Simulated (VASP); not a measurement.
# Si16H7Cl in VASP: single point with PBE

Aim: the single point of Si16H7Cl with PBE.

All numbers are computed with VASP 6.6.1; they aren't measurements. Logs are shortened: lines on timing, memory, paths and dates and some standing lists are left out, and cuts for length are marked.

**1. The cell of the first run**

The cell holds a slab with vacuum, 24 atoms: a = 7.679 Å, b = 7.679 Å, c = 17.869 Å, α = 90.00°, β = 90.00°, γ = 60.00°.

**2. Single point, PBE**

INCAR

```
SYSTEM = Si16H7Cl
ALGO = Normal
EDIFF = 1E-6
ENCUT = 520
GGA = PE
ISIF = 2
ISMEAR = -1
LASPH = .TRUE.
LCHARG = .FALSE.
LREAL = Auto
LWAVE = .FALSE.
NBANDS = 57
NELM = 80
PREC = Accurate
SIGMA = 0.02
```

KPOINTS

```
k-points
0
G
  2 2 1
  0 0 0
```

POSCAR

```
Si16H7Cl
1.0
    7.6791800000      0.0000000000      0.0000000000
    3.8395900000      6.6503650000      0.0000000000
    0.0000000000      0.0000000000     17.8687650000
H Si Cl
7 16 1
Direct
    0.1666666600      0.1666666600      0.0559635800
    0.6666666400      0.1666666600      0.0559635800
    0.1666666600      0.6666666300      0.0559635800
    0.6666666400      0.6666666300      0.0559635800
    0.5003007441     -0.0003096612      0.4423469209
   -0.0005403863      0.5018289347      0.4424208649
    0.5002801734      0.5015447274      0.4423991479
    0.1666666600      0.1666666600      0.1399089400
    0.6666666400      0.1666666600      0.1399089400
    0.1666666600      0.6666666300      0.1399089400
    0.6666666400      0.6666666300      0.1399089400
   -0.1665591938      0.3332082738      0.1828828774
    0.3333489911      0.3333736692      0.1830590009
   -0.1666552517      0.8333995567      0.1826518799
    0.3332608036      0.8334139342      0.1826654152
   -0.1670910173      0.3352591166      0.3149765945
    0.3335247207      0.3338941396      0.3150156874
   -0.1676668912      0.8328294180      0.3145856893
    0.3353585429      0.8327973063      0.3146127561
    0.0003523282     -0.0002255379      0.3558936865
    0.4996706386      0.0011304938      0.3583606419
    0.0007959298      0.5003268064      0.3584224040
    0.5000055877      0.5002370366      0.3584045905
    0.0012658854      0.9968637094      0.4735923711
```

Potentials or basis: VASP PAW PBE potentials, release 64 (H, Si, Cl).

Command:

```bash
> cat potpaw_PBE.64/H/POTCAR potpaw_PBE.64/Si/POTCAR potpaw_PBE.64/Cl/POTCAR > POTCAR
> mpirun -np 1 vasp_std > vasp.out
```

OUTCAR:

```text
SYSTEM = Si16H7Cl
   EDIFF = 1E-6
   ENCUT = 520
   GGA = PE
   ISIF = 2
   ISMEAR = -1
   LASPH = .TRUE.
   LREAL = Auto
   NELM = 80
   PREC = Accurate

 ion  position               nearest neighbor table
   1  0.167  0.167  0.056-   8 1.50
   2  0.667  0.167  0.056-   9 1.50
   3  0.167  0.667  0.056-  10 1.50
   4  0.667  0.667  0.056-  11 1.50
   5  0.500  1.000  0.442-  21 1.50
   6  0.999  0.502  0.442-  22 1.50
   7  0.500  0.502  0.442-  23 1.50
   8  0.167  0.167  0.140-   1 1.50  15 2.34  12 2.35  13 2.35
   9  0.667  0.167  0.140-   2 1.50  14 2.34  12 2.35  13 2.35
  10  0.167  0.667  0.140-   3 1.50  14 2.34  15 2.34  13 2.35
  11  0.667  0.667  0.140-   4 1.50  14 2.35  15 2.35  12 2.35
  12  0.833  0.333  0.183-   8 2.35   9 2.35  11 2.35  16 2.36
  13  0.333  0.333  0.183-  10 2.35   9 2.35   8 2.35  17 2.36
[... 8 lines left out ...]
  22  0.001  0.500  0.358-   6 1.50  17 2.34  18 2.35  16 2.35
  23  0.500  0.500  0.358-   7 1.50  17 2.35  16 2.35  19 2.35
  24  0.001  0.997  0.474-  20 2.10

  LATTYP: Found a hexagonal cell.
 ALAT       =     7.6791800344
 C/A-ratio  =     2.3269105451

  Lattice vectors:

 A1 = (  -3.8395900000,  -6.6503650000,   0.0000000000)
 A2 = (   7.6791800000,   0.0000000000,   0.0000000000)
 A3 = (   0.0000000000,   0.0000000000,  17.8687650000)

Analysis of symmetry for initial positions (statically):
=====================================================================
 Subroutine PRICEL returns:
 Original cell was already a primitive cell.

 Routine SETGRP: Setting up the symmetry group for a
 hexagonal supercell.

 Subroutine GETGRP returns: Found  1 space group operations
 (whereof  1 operations were pure point group operations)
 out of a pool of 24 trial point group operations.

The static configuration has the point symmetry C_1 .

Analysis of symmetry for dynamics (positions and initial velocities):
=====================================================================
 Subroutine PRICEL returns:
 Original cell was already a primitive cell.

 Routine SETGRP: Setting up the symmetry group for a
 hexagonal supercell.

 Subroutine GETGRP returns: Found  1 space group operations
 (whereof  1 operations were pure point group operations)
 out of a pool of 24 trial point group operations.

The dynamic configuration has the point symmetry C_1 .

 Subroutine INISYM returns: Found  1 space group operations
 (whereof  1 operations are pure point group operations),
 and found     1 'primitive' translations

----------------------------------------------------------------------------------------

                                     Primitive cell

  volume of cell :     912.5462

  direct lattice vectors                    reciprocal lattice vectors
     7.679180000  0.000000000  0.000000000     0.130222237 -0.075183843  0.000000000
     3.839590000  6.650365000  0.000000000     0.000000000  0.150367687  0.000000000
     0.000000000  0.000000000 17.868765000     0.000000000  0.000000000  0.055963577

  length of vectors
     7.679180000  7.679180034 17.868765000     0.150367687  0.150367687  0.055963577

  position of ions in fractional coordinates (direct lattice)
     0.166666660  0.166666660  0.055963580
     0.666666640  0.166666660  0.055963580
     0.166666660  0.666666630  0.055963580
     0.666666640  0.666666630  0.055963580
     0.500300744  0.999690339  0.442346921
     0.999459614  0.501828935  0.442420865
[... 16 lines left out ...]
     0.500005588  0.500237037  0.358404591
     0.001265885  0.996863709  0.473592371

  ion indices of the primitive-cell ions
   primitive index   ion index
                 1           1
                 2           2
                 3           3
                 4           4
                 5           5
                 6           6
[... 16 lines left out ...]
                23          23
                24          24

----------------------------------------------------------------------------------------

 KPOINTS: k-points

Automatic generation of k-mesh.
 Grid dimensions read from file:
 generate k-points for:    2    2    1

 Generating k-lattice:

  Cartesian coordinates                     Fractional coordinates (reciprocal lattice)
     0.065111119 -0.037591922  0.000000000     0.500000000 -0.000000000  0.000000000
     0.000000000  0.075183843  0.000000000     0.000000000  0.500000000  0.000000000
     0.000000000  0.000000000  0.055963577     0.000000000  0.000000000  1.000000000

  Length of vectors
     0.075183844  0.075183843  0.055963577

  Shift w.r.t. Gamma in fractional coordinates (k-lattice)
     0.000000000  0.000000000  0.000000000

 Subroutine IBZKPT returns following result:
 ===========================================

 Found      4 irreducible k-points:

 Following reciprocal coordinates:
            Coordinates               Weight
  0.000000  0.000000  0.000000      1.000000
  0.500000  0.000000  0.000000      1.000000
  0.500000  0.500000  0.000000      1.000000
  0.000000  0.500000  0.000000      1.000000
   k-points           NKPTS =      4   k-points in BZ     NKDIM =      4   number of bands    NBANDS=     57
   number of dos      NEDOS =    301   number of ions     NIONS =     24
   total plane-waves  NPLWV = 504000
   dimension x,y,z NGX =    60 NGY =   60 NGZ =  140
   dimension x,y,z NGXF=   120 NGYF=  120 NGZF=  280
   ions per type =               7  16   1
   NGX,Y,Z   is equivalent  to a cutoff of  12.99, 12.99, 13.03 a.u.
   NGXF,Y,Z  is equivalent  to a cutoff of  25.98, 25.98, 26.05 a.u.
 SYSTEM =  Si16H7Cl
   PREC   = accura    normal or accurate (medium, high low for compatibility)
   ISTART =      0    job   : 0-new  1-cont  2-samecut
   ICHARG =      2    charge: 1-file 2-atom 10-const
   ISPIN  =      1    spin polarized calculation?
   LNONCOLLINEAR =      F non collinear calculations
   LSORBIT =      F    spin-orbit coupling
   LASPH  =      T    aspherical Exc in radial PAW
   ENCUT  =  520.0 eV  38.22 Ry    6.18 a.u.  14.28 14.28 33.22*2*pi/ulx,y,z
   NELM   =     80;   NELMIN=  2; NELMDL= -5     # of ELM steps
   EDIFF  = 0.1E-05   stopping-criterion for ELM
   LREAL  =      T    real-space projection
   EDIFFG = 0.1E-04   stopping-criterion for IOM
   NSW    =      0    number of steps for IOM
   IBRION =     -1    ionic relax: 0-MD 1-quasi-New 2-CG
   NFREE  =      0    steps in history (QN), initial steepest desc. (CG)
   ISIF   =      2    stress and relaxation
   ISYM   =      2    0-nonsym 1-usesym 2-fastsym
   POTIM  = 0.5000    time-step for ionic-motion
   TEBEG  =    0.0;   TEEND  =   0.0 temperature during run
   PSTRESS=    0.0 pullay stress
   NELECT =      78.0000    total number of electrons
   NUPDOWN=      -1.0000    fix difference up-down
   EMIN   =  10.00;   EMAX   =-10.00  energy-range for DOS
   EFERMI =   0.00;   METHOD = LEGACY
   ISMEAR =    -1;   SIGMA  =   0.02  broadening in eV -4-tet -1-fermi 0-gaus
   EFERMI_NEDOS =   21; number of points for ismear=-14 and -15
   IALGO  =     38    algorithm
   IMIX   =      4    mixing-type and parameters
     AMIX     =   0.40;   BMIX     =  1.00
     AMIX_MAG =   1.60;   BMIX_MAG =  1.00
  volume/ion in A,a.u.               =      38.02       256.59
  Fermi-wavevector in a.u.,A,eV,Ry     =   0.721143  1.362763  7.075673  0.520047
  Thomas-Fermi vector in A             =   1.810775
   LORBIT       =      0    0 simple, 1 ext, 2 COOP (PROOUT), +10 PAW based schemes
   GGA     = PE    functional components
   LHFCALC =     F    Hartree Fock is set to
   AEXX    =    0.0000 exact exchange contribution
   IVDW    =     0    specifies the selected vdW correction
   LEPSILON=     F    determine dielectric tensor
   LRPA    =     F    only Hartree local field effects (RPA)
 non-spin polarized calculation
  energy-cutoff  :      520.00
  volume of cell :      912.55
 maximum number of plane-waves:     24625
 NGX is ok and might be reduce to    60
   NGX = 29   NGY = 29   NGZ = 67

 number of electron      78.0000006 magnetization

 Free energy of the ion-electron system (eV)
  ---------------------------------------------------
  ext. energy  EPLUGINS =         0.00000000
  ---------------------------------------------------
  free energy    TOTEN  =      -112.40329177 eV

  energy without entropy =     -112.40329177  energy(sigma->0) =     -112.40329177

 E-fermi :  -0.5184     XC(G=0):  -4.5596

 val. band max:       -0.9993263659   @ k =   0.0000   0.0000   0.0000
 cond. band min:       0.3639651299   @ k =   0.0000   0.0000   0.0000
 fundamental gap:      1.3632914958
 Fermi energy:        -0.5183596299

 k-point     1 :       0.0000    0.0000    0.0000
  band No.  band energies     occupation
      1     -16.6440      2.00000
      2     -12.2557      2.00000
      3     -11.1579      2.00000
      4     -10.0921      2.00000
      5     -10.0880      2.00000
      6     -10.0625      2.00000
[... 43 lines left out ...]
     50       1.4982      0.00000
     51       2.3536      0.00000

 k-point     2 :       0.5000    0.0000    0.0000
  band No.  band energies     occupation
      1     -16.6434      2.00000
      2     -11.5681      2.00000
      3     -11.5430      2.00000
      4     -10.5098      2.00000
      5     -10.4579      2.00000
      6     -10.2839      2.00000
[... 43 lines left out ...]
     50       2.9413      0.00000
     51       2.9562      0.00000

 k-point     3 :       0.5000    0.5000    0.0000
  band No.  band energies     occupation
      1     -16.6434      2.00000
      2     -11.5684      2.00000
      3     -11.5430      2.00000
      4     -10.5099      2.00000
      5     -10.4578      2.00000
      6     -10.2833      2.00000
[... 43 lines left out ...]
     50       2.9362      0.00000
     51       2.9492      0.00000

 k-point     4 :       0.0000    0.5000    0.0000
  band No.  band energies     occupation
      1     -16.6434      2.00000
      2     -11.5677      2.00000
      3     -11.5434      2.00000
      4     -10.5098      2.00000
      5     -10.4576      2.00000
      6     -10.2856      2.00000
[... 43 lines left out ...]
     50       2.9426      0.00000
     51       2.9634      0.00000
 [bands above 51 left out]

------------------------ aborting loop because EDIFF is reached ----------------------------------------

  FORCE on cell =-STRESS in cart. coord.  units (eV):
  Direction    XX          YY          ZZ          XY          YZ          ZX
  --------------------------------------------------------------------------------------
  -------------------------------------------------------------------------------------
  Total        5.7855246      5.7864980      0.0060046     -0.0063376     -0.0161953     -0.0433312
  in kB       10.1577719     10.1594810      0.0105425     -0.0111270     -0.0284345     -0.0760775
  external PRESSURE =       6.7759318 kB  Pullay stress =       0.0000000 kB

 VOLUME and BASIS-vectors are now :
 -----------------------------------------------------------------------------
  energy-cutoff  :      520.00
  volume of cell :      912.55
      direct lattice vectors                 reciprocal lattice vectors
     7.679180000  0.000000000  0.000000000     0.130222237 -0.075183843  0.000000000
     3.839590000  6.650365000  0.000000000     0.000000000  0.150367687  0.000000000
     0.000000000  0.000000000 17.868765000     0.000000000  0.000000000  0.055963577

 POSITION                                       TOTAL-FORCE (eV/Angst)
 -----------------------------------------------------------------------------------
      1.91979      1.10839      1.00000        -0.000346      0.002839     -0.048647
      5.75938      1.10839      1.00000         0.003470      0.003354     -0.048635
      3.83959      4.43358      1.00000         0.000889      0.000827     -0.049312
      7.67918      4.43358      1.00000         0.000201     -0.004166     -0.052575
      7.68030      6.64831      7.90419         0.000522     -0.001750     -0.003457
      9.60185      3.33735      7.90551        -0.002640     -0.005336     -0.006638
[... 16 lines left out ...]
      5.76034      3.32676      6.40425        -0.000068     -0.000894      0.004541
      3.83727      6.62951      8.46251         0.002849      0.012948     -0.041231
 -----------------------------------------------------------------------------------
    total drift:                               -0.002935     -0.001519     -0.000379

  FREE ENERGIE OF THE ION-ELECTRON SYSTEM (eV)
  ---------------------------------------------------
  free  energy   TOTEN  =      -112.4032917695 eV

  energy  without entropy=     -112.4032917695  energy(sigma->0) =     -112.40329177
```

Wall time 8.4 min (1 thread of Intel Xeon Platinum 8259CL at 2.50GHz (Skylake/Cascade Lake), shared host); peak memory 0.99 GiB.

Results:

```
Free energy            : -112.4033 eV
Largest force          : 0.066 eV/Å
Band gap on the k mesh : 1.36 eV
```

Forces on the atoms (eV/Å):
```
H    0.000  0.003 -0.049
H    0.003  0.003 -0.049
H    0.001  0.001 -0.049
H    0.000 -0.004 -0.053
H    0.001 -0.002 -0.003
H   -0.003 -0.005 -0.007
H   -0.003 -0.004 -0.005
Si   0.017  0.016  0.061
Si  -0.013  0.016  0.062
Si   0.001 -0.021  0.055
Si   0.000 -0.009  0.032
Si   0.001  0.001 -0.001
Si   0.001  0.000 -0.006
Si   0.000  0.003  0.004
Si   0.001  0.001  0.004
Si  -0.003 -0.002 -0.007
Si  -0.002 -0.002 -0.002
Si  -0.002 -0.001  0.001
Si  -0.003 -0.002  0.001
Si  -0.001  0.001  0.042
Si   0.003 -0.005 -0.001
Si  -0.003  0.000  0.006
Si   0.000 -0.001  0.005
Cl   0.003  0.013 -0.041
```

Levels at points of the mesh, in eV from the valence-band top:
```tsv
k point	band 36	band 37	band 38	band 39	band 40	band 41	band 42	band 43
(0.00, 0.00, 0.00)	-0.62	-0.62	0.00	0.00	1.36	1.41	1.41	1.95
(0.50, 0.00, 0.00)	-1.60	-1.56	-0.79	-0.75	1.82	1.87	2.60	2.65
(0.50, 0.50, 0.00)	-1.60	-1.56	-0.79	-0.75	1.82	1.87	2.60	2.65
(0.00, 0.50, 0.00)	-1.60	-1.56	-0.79	-0.75	1.82	1.88	2.61	2.65
```

Caveat: the k points lie up to 0.47 Å⁻¹ apart.
